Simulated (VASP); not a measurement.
Crystal: C.

```
C
1.0
     2.48801    0.00000    0.00000
    -1.24401    2.15468    0.00000
     0.00000    0.00000    8.12577
C
8
Direct
  0.66667 0.33333 0.84375
  0.33333 0.66667 0.34375
  0.66667 0.33333 0.65625
  0.33333 0.66667 0.15625
  0.00000 0.00000 0.90625
  0.00000 0.00000 0.40625
  0.00000 0.00000 0.59375
  0.00000 0.00000 0.09375
```

Base run:

```yaml
Program: VASP 6.6.1
Functional: RPBE
Dispersion: D3(BJ)
Potentials_or_basis: VASP PAW PBE potentials, release 64 (C)
Cutoff: 520 eV
k_mesh: 12 × 12 × 4
Occupations: fermi-dirac, width 0.05 eV
Spin: no spin polarisation
```

Its results: band gap on the k mesh 4.50 eV (least direct gap 5.27 eV); pressure 8.8 GPa; largest force 0.364 eV/Å.

**Question.** The run is repeated on the same cell with these changes: functional from RPBE to BLYP; dispersion from D3(BJ) to none. What comes out?

**Answer.** Band gap on the k mesh 4.87 eV (least direct gap 5.45 eV); pressure 32.2 GPa; largest force 0.367 eV/Å.

Several settings changed at once.

Caveats: the cell stands under pressure; the PAW data sets were made with another functional, which shifts forces and pressure a little.

A k mesh can miss the band edges.
